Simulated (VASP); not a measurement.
# Mo (Im-3m) in VASP: a series of runs

The runs below take Mo through single point, with r2SCAN.

All numbers are computed with VASP 6.6.1; they aren't measurements. Logs are shortened: lines on timing, memory, paths and dates and some standing lists are left out, and cuts for length are marked.

## (1) The cell of the first run

The structure is cubic, space group Im-3m (No. 229). Conventional cell: a = 3.093 Å, b = 3.093 Å, c = 3.093 Å, α = 90.00°, β = 90.00°, γ = 90.00°. Mo (site symmetry m-3m) has 14 Mo at 2.68 to 3.09 Å within 3.5 Å.

## (2) Single point, r2SCAN

Input file POSCAR:

```
Mo
1.0
   -1.5467417963      1.5467417963      1.5467417963
    1.5467417963     -1.5467417963      1.5467417963
    1.5467417963      1.5467417963     -1.5467417963
Mo
1
Direct
    0.0000000000      0.0000000000      0.0000000000
```

Input file INCAR.step1:

```
ALGO     = Normal         # electronic algorithm
EDIFF    = 1E-4           # SCF threshold, eV
ENCUT    = 520            # plane-wave cutoff, eV
GGA      = PE             # functional
ISMEAR   = -1             # smearing method
LASPH    = True           # aspherical terms in the spheres
LCHARG   = False          # write CHGCAR
LREAL    = False          # projectors in reciprocal space
LWAVE    = True           # write WAVECAR
NBANDS   = 13             # bands
NELM     = 60             # most SCF steps
PREC     = Accurate       # precision mode
SIGMA    = 0.1            # smearing width, eV
```

Input file INCAR.step2:

```
ALGO     = Normal         # electronic algorithm
EDIFF    = 1E-6           # SCF threshold, eV
ENCUT    = 520            # plane-wave cutoff, eV
ISIF     = 2              # what is computed and relaxed
ISMEAR   = -1             # smearing method
ISTART   = 1            
LASPH    = True           # aspherical terms in the spheres
LCHARG   = False          # write CHGCAR
LMIXTAU  = True         
LREAL    = False          # projectors in reciprocal space
LWAVE    = False          # write WAVECAR
METAGGA  = R2SCAN         # meta-GGA
NBANDS   = 13             # bands
NELM     = 60             # most SCF steps
PREC     = Accurate       # precision mode
SIGMA    = 0.1            # smearing width, eV
```

Input file KPOINTS:

```
k-points
0
Gamma
  15 15 15
```

Potentials or basis: VASP PAW PBE potentials, release 64 (Mo_sv).

Started as:

```sh
> cat potpaw_PBE.64/Mo_sv/POTCAR > POTCAR
> cp INCAR.step1 INCAR
> mpirun -np 1 vasp_std > vasp.out
> cp INCAR.step2 INCAR
> mpirun -np 1 vasp_std > vasp.out
```

OUTCAR:

```text
EDIFF = 1E-6
   ENCUT = 520
   ISIF = 2
   ISMEAR = -1
   ISTART = 1
   LASPH = True
   LREAL = False
   METAGGA = R2SCAN
   NELM = 60
   PREC = Accurate

 ion  position               nearest neighbor table
   1  0.000  0.000  0.000-

  LATTYP: Found a body centered cubic cell.
 ALAT       =     3.0934835926

  Lattice vectors:

 A1 = (  -1.5467417963,   1.5467417963,   1.5467417963)
 A2 = (   1.5467417963,  -1.5467417963,   1.5467417963)
 A3 = (   1.5467417963,   1.5467417963,  -1.5467417963)

Analysis of symmetry for initial positions (statically):
=====================================================================
 Subroutine PRICEL returns:
 Original cell was already a primitive cell.

 Routine SETGRP: Setting up the symmetry group for a
 body centered cubic supercell.

 Subroutine GETGRP returns: Found 48 space group operations
 (whereof 48 operations were pure point group operations)
 out of a pool of 48 trial point group operations.

The static configuration has the point symmetry O_h .

Analysis of symmetry for dynamics (positions and initial velocities):
=====================================================================
 Subroutine PRICEL returns:
 Original cell was already a primitive cell.

 Routine SETGRP: Setting up the symmetry group for a
 body centered cubic supercell.

 Subroutine GETGRP returns: Found 48 space group operations
 (whereof 48 operations were pure point group operations)
 out of a pool of 48 trial point group operations.

The dynamic configuration has the point symmetry O_h .

 Subroutine INISYM returns: Found 48 space group operations
 (whereof 48 operations are pure point group operations),
 and found     1 'primitive' translations

----------------------------------------------------------------------------------------

                                     Primitive cell

  volume of cell :      14.8018

  direct lattice vectors                    reciprocal lattice vectors
    -1.546741796  1.546741796  1.546741796     0.000000000  0.323260160  0.323260160
     1.546741796 -1.546741796  1.546741796     0.323260160  0.000000000  0.323260160
     1.546741796  1.546741796 -1.546741796     0.323260160  0.323260160  0.000000000

  length of vectors
     2.679035377  2.679035377  2.679035377     0.457158902  0.457158902  0.457158902

  position of ions in fractional coordinates (direct lattice)
     0.000000000  0.000000000  0.000000000

  ion indices of the primitive-cell ions
[... 75 lines left out ...]
   LREAL  =      F    real-space projection
   EDIFFG = 0.1E-04   stopping-criterion for IOM
   NSW    =      0    number of steps for IOM
   IBRION =     -1    ionic relax: 0-MD 1-quasi-New 2-CG
   NFREE  =      0    steps in history (QN), initial steepest desc. (CG)
   ISIF   =      2    stress and relaxation
   ISYM   =      2    0-nonsym 1-usesym 2-fastsym
   POTIM  = 0.5000    time-step for ionic-motion
   TEBEG  =    0.0;   TEEND  =   0.0 temperature during run
   PSTRESS=    0.0 pullay stress
   NELECT =      14.0000    total number of electrons
   NUPDOWN=      -1.0000    fix difference up-down
   EMIN   =  10.00;   EMAX   =-10.00  energy-range for DOS
   EFERMI =   0.00;   METHOD = LEGACY
   ISMEAR =    -1;   SIGMA  =   0.10  broadening in eV -4-tet -1-fermi 0-gaus
   EFERMI_NEDOS =   21; number of points for ismear=-14 and -15
   IALGO  =     38    algorithm
   IMIX   =      4    mixing-type and parameters
     AMIX     =   0.40;   BMIX     =  1.00
     AMIX_MAG =   1.60;   BMIX_MAG =  1.00
  volume/ion in A,a.u.               =      14.80        99.89
  Fermi-wavevector in a.u.,A,eV,Ry     =   1.606989  3.036770 35.135890  2.582415
  Thomas-Fermi vector in A             =   2.703089
   LORBIT       =      0    0 simple, 1 ext, 2 COOP (PROOUT), +10 PAW based schemes
   METAGGA = R2SCAN    functional components
   LHFCALC =     F    Hartree Fock is set to
   AEXX    =    0.0000 exact exchange contribution
   IVDW    =     0    specifies the selected vdW correction
   LEPSILON=     F    determine dielectric tensor
   LRPA    =     F    only Hartree local field effects (RPA)
 non-spin polarized calculation
  energy-cutoff  :      520.00
  volume of cell :       14.80
 maximum number of plane-waves:       410
   NGX =  9   NGY =  9   NGZ =  9

 number of electron      13.9999997 magnetization

 Free energy of the ion-electron system (eV)
  ---------------------------------------------------
  ext. energy  EPLUGINS =         0.00000000
  ---------------------------------------------------
  free energy    TOTEN  =       -26.03681395 eV

  energy without entropy =      -26.01713167  energy(sigma->0) =      -26.02697281

 E-fermi :  13.4191     XC(G=0): -14.9868

 val. band max:       13.4132155783   @ k =   0.0667   0.0667   0.0667
 cond. band min:      13.4525705752   @ k =  -0.3333   0.3333   0.2000
 fundamental gap:      0.0393549969
 Fermi energy:        13.4190996687

 k-point     1 :       0.0000    0.0000    0.0000
  band No.  band energies     occupation
      1     -49.7910      2.00000
      2     -22.1155      2.00000
      3     -22.1155      2.00000
      4     -22.1155      2.00000
      5       5.6258      2.00000
      6      11.9170      2.00000
      7      11.9170      2.00000
      8      11.9170      2.00000
      9      15.4580      0.00000
     10      15.4580      0.00000
     11      29.0189      0.00000
     12      29.0189      0.00000
     13      29.0189      0.00000
[... 354 lines left out ...]
  band No.  band energies     occupation
      1     -49.3988      2.00000
      2     -23.6848      2.00000
      3     -22.9411      2.00000
      4     -22.2993      2.00000
      5       8.6158      2.00000
      6       9.9832      2.00000
      7      12.4243      1.99990
      8      15.2937      0.00000
      9      16.6209      0.00000
     10      21.7861      0.00000
     11      25.4794      0.00000
     12      27.3775      0.00000
     13      31.2309      0.00000

 [... further k-points ...]
[... 5 lines left out ...]
  --------------------------------------------------------------------------------------
  -------------------------------------------------------------------------------------
  Total        1.7111349      1.7111349      1.7111349     -0.0000000     -0.0000000      0.0000000
  in kB      185.2172215    185.2172215    185.2172215     -0.0000000     -0.0000000      0.0000000
  external PRESSURE =     185.2172215 kB  Pullay stress =       0.0000000 kB

 VOLUME and BASIS-vectors are now :
 -----------------------------------------------------------------------------
  energy-cutoff  :      520.00
  volume of cell :       14.80
      direct lattice vectors                 reciprocal lattice vectors
    -1.546741796  1.546741796  1.546741796     0.000000000  0.323260160  0.323260160
     1.546741796 -1.546741796  1.546741796     0.323260160  0.000000000  0.323260160
     1.546741796  1.546741796 -1.546741796     0.323260160  0.323260160  0.000000000

 POSITION                                       TOTAL-FORCE (eV/Angst)
 -----------------------------------------------------------------------------------
      0.00000      0.00000      0.00000        -0.000000     -0.000000     -0.000000
 -----------------------------------------------------------------------------------
    total drift:                                0.000000     -0.000000     -0.000000

  FREE ENERGIE OF THE ION-ELECTRON SYSTEM (eV)
  ---------------------------------------------------
  free  energy   TOTEN  =       -26.0368139544 eV

  energy  without entropy=      -26.0171316695  energy(sigma->0) =      -26.02697281
```

OUTCAR.step1:

```text
EDIFF = 1E-4
   ENCUT = 520
   GGA = PE
   ISMEAR = -1
   LASPH = True
[... 598 lines left out ...]

 POSITION                                       TOTAL-FORCE (eV/Angst)
 -----------------------------------------------------------------------------------
      0.00000      0.00000      0.00000         0.000000     -0.000000     -0.000000
 -----------------------------------------------------------------------------------
    total drift:                                0.000000     -0.000000     -0.000000

  FREE ENERGIE OF THE ION-ELECTRON SYSTEM (eV)
  ---------------------------------------------------
  free  energy   TOTEN  =       -10.8823650618 eV

  energy  without entropy=      -10.8599048847  energy(sigma->0) =      -10.87113497
```

OSZICAR.step1:

```text
N       E                     dE             d eps       ncg     rms          rms(c)
DAV:   1     0.938252201482E+02    0.93825E+02   -0.81606E+03  3157   0.112E+03
DAV:   2    -0.103190978205E+02   -0.10414E+03   -0.10041E+03  3605   0.315E+02
DAV:   3    -0.114853502420E+02   -0.11663E+01   -0.11632E+01  3490   0.333E+01
DAV:   4    -0.114879744212E+02   -0.26242E-02   -0.26241E-02  3505   0.191E+00
DAV:   5    -0.114879906238E+02   -0.16203E-04   -0.16202E-04  3424   0.133E-01    0.167E+01
DAV:   6    -0.109665020219E+02    0.52149E+00   -0.62348E-01  3185   0.986E+00    0.510E+00
DAV:   7    -0.108859742358E+02    0.80528E-01   -0.14702E-01  3415   0.460E+00    0.841E-01
DAV:   8    -0.108823107405E+02    0.36635E-02   -0.39935E-03  3225   0.799E-01    0.161E-01
DAV:   9    -0.108823650618E+02   -0.54321E-04   -0.73170E-05  2250   0.112E-01
   1 F= -.10882365E+02 E0= -.10871135E+02  d E =-.224602E-01
```

Wall time 2.6 min (1 thread of Intel Xeon 8259CL, shared host); peak memory 0.14 GiB.

What came out:

- Free energy: -26.0368 eV
- Pressure: 18.5 GPa
- Band gap on the k mesh: zero (band 7 reaches 17.59 eV, above the bottom of band 8 at 11.92 eV)

Levels at points of the mesh, in eV from the Fermi level:
| k point | band 3 | band 4 | band 5 | band 6 | band 7 | band 8 | band 9 | band 10 | band 11 | band 12 |
| --- | --- | --- | --- | --- | --- | --- | --- | --- | --- | --- |
| (0.00, 0.00, 0.00) | -35.53 | -35.53 | -7.79 | -1.50 | -1.50 | -1.50 | 2.04 | 2.04 | 15.60 | 15.60 |

Caveat: the PAW data sets were made with another functional, which shifts forces and pressure a little.

## (3) Single point, r2SCAN

This run uses another cell than the first one, of 15.19 Å³/atom, 1.026 times its volume.

Input file POSCAR:

```
Mo
1.0
   -1.5601924001      1.5601924001      1.5601924001
    1.5601924001     -1.5601924001      1.5601924001
    1.5601924001      1.5601924001     -1.5601924001
Mo
1
Direct
    0.0000000000      0.0000000000      0.0000000000
```

Input file INCAR.step1:

```
PREC     = Accurate       # precision mode
ENCUT    = 520            # plane-wave cutoff, eV
ISMEAR   = -1             # smearing method
SIGMA    = 0.1            # smearing width, eV
LREAL    = F              # projectors in reciprocal space
LASPH    = T              # aspherical terms in the spheres
NELM     = 60             # most SCF steps
NBANDS   = 13             # bands
GGA      = PE             # functional
ALGO     = Normal         # electronic algorithm
EDIFF    = 1E-4           # SCF threshold, eV
LWAVE    = T              # write WAVECAR
LCHARG   = F              # write CHGCAR
```

Input file INCAR.step2:

```
PREC     = Accurate       # precision mode
ENCUT    = 520            # plane-wave cutoff, eV
EDIFF    = 1E-6           # SCF threshold, eV
ISMEAR   = -1             # smearing method
SIGMA    = 0.1            # smearing width, eV
LREAL    = F              # projectors in reciprocal space
LASPH    = T              # aspherical terms in the spheres
NELM     = 60             # most SCF steps
ALGO     = Normal         # electronic algorithm
ISIF     = 2              # what is computed and relaxed
LWAVE    = F              # write WAVECAR
LCHARG   = F              # write CHGCAR
METAGGA  = R2SCAN         # meta-GGA
LMIXTAU  = T            
NBANDS   = 13             # bands
ISTART   = 1
```

Input file KPOINTS:

```
Automatic mesh
0
Gamma
  15 15 15
```

Potentials or basis: VASP PAW PBE potentials, release 64 (Mo_sv).

Started as:

```sh
> cat potpaw_PBE.64/Mo_sv/POTCAR > POTCAR
> cp INCAR.step1 INCAR
> mpirun -np 1 vasp_std > vasp.out
> cp INCAR.step2 INCAR
> mpirun -np 1 vasp_std > vasp.out
```

Wall time 2.7 min (1 thread of Intel Xeon 8259CL, shared host); peak memory 0.14 GiB.

The run converged. Its results:

- Free energy: -26.0712 eV
- Pressure: 9.9 GPa
- Band gap on the k mesh: zero (band 7 reaches 17.01 eV, above the bottom of band 8 at 11.54 eV)

Levels at points of the mesh, in eV from the Fermi level:
```tsv
k point	band 4	band 5	band 6	band 7	band 8	band 9	band 10	band 11
(0.00, 0.00, 0.00)	-35.60	-7.72	-1.45	-1.45	-1.45	2.00	2.00	15.57
```

Caveat: the PAW data sets were made with another functional, which shifts forces and pressure a little.

## (4) Single point, r2SCAN

This run uses another cell than the first one, of 15.58 Å³/atom, 1.053 times its volume.

Input file POSCAR:

```
Mo
1.0
   -1.5734150000      1.5734150000      1.5734150000
    1.5734150000     -1.5734150000      1.5734150000
    1.5734150000      1.5734150000     -1.5734150000
Mo
1
Direct
    0.0000000000      0.0000000000      0.0000000000
```

Input file INCAR.step1:

```
SYSTEM = Mo
  PREC = Accurate
  ENCUT = 520
  ISMEAR = -1
  SIGMA = 0.1
  LREAL = .FALSE.
  LASPH = .TRUE.
  NELM = 100
  NBANDS = 13
  GGA = PE
  ALGO = Normal
  EDIFF = 1E-4
  LWAVE = .TRUE.
  LCHARG = .FALSE.
```

Input file INCAR.step2:

```
SYSTEM = Mo
  PREC = Accurate
  ENCUT = 520
  EDIFF = 1E-7
  ISMEAR = -1
  SIGMA = 0.1
  LREAL = .FALSE.
  LASPH = .TRUE.
  NELM = 100
  ALGO = Normal
  ISIF = 2
  LWAVE = .FALSE.
  LCHARG = .FALSE.
  METAGGA = R2SCAN
  LMIXTAU = .TRUE.
  NBANDS = 13
  ISTART = 1
```

Input file KPOINTS:

```
regular mesh
0
G
  15 15 15
  0 0 0
```

Started as:

```sh
> cat potpaw_PBE.64/Mo_sv/POTCAR > POTCAR
> cp INCAR.step1 INCAR
> mpirun -np 1 vasp_std > vasp.out
> cp INCAR.step2 INCAR
> mpirun -np 1 vasp_std > vasp.out
```

It took 2.8 min on 1 thread of Intel Xeon 8259CL, shared host; peak memory 0.14 GiB.

The run converged. Its results:

```yaml
Free_energy: -26.0860 eV
Pressure: 2.3 GPa
Band_gap_on_the_k_mesh: zero (band 7 reaches 16.46 eV, above the bottom of band 8 at 11.17 eV)
```

Levels at points of the mesh, in eV from the Fermi level:
```tsv
k point	band 3	band 4	band 5	band 6	band 7	band 8	band 9	band 10	band 11	band 12
(0.00, 0.00, 0.00)	-35.65	-35.65	-7.64	-1.40	-1.40	-1.40	1.95	1.95	15.53	15.53
```

Caveat: the PAW data sets were made with another functional, which shifts forces and pressure a little.

(Part 1 of 2 ends here.)
